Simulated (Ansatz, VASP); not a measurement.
# SnTe in VASP and in Ansatz

```xyz
2
Lattice="0.0000 3.5840 3.5840 3.5840 0.0000 3.5840 3.5840 3.5840 0.0000" Properties=species:S:1:pos:R:3 pbc="T T T"
Sn    0.0000    0.0000    0.0000
Te    1.7920    1.7920    1.7920
```

Alike in both runs: task single point; functional r2SCAN; k mesh 6 × 6 × 6; occupations fermi-dirac, width 0.02 eV; no spin polarisation.

|  | VASP | Ansatz |
| --- | --- | --- |
| version | VASP 6.6.1 | Ansatz 0.2.0 |
| potentials or method | VASP PAW PBE potentials, release 64 (Sn_d, Te) | plane waves, PAW |
| plane-wave cutoff (eV) | 520 | 500 |
| valence electrons in the cell | 20 | 30 |

|  | VASP | Ansatz | Ansatz less VASP |
| --- | --- | --- | --- |
| pressure (GPa) | 0.0 | 0.0 | +0.01 |

VASP's potentials were made for PBE, not for r2SCAN. The functional is the same, so the differences come from potentials, cutoffs and numerics. VASP's potentials hold 20 valence electrons a cell and Ansatz's 30, so a difference there can come from the potentials and not from the codes.

Neither program's run includes spin-orbit coupling.
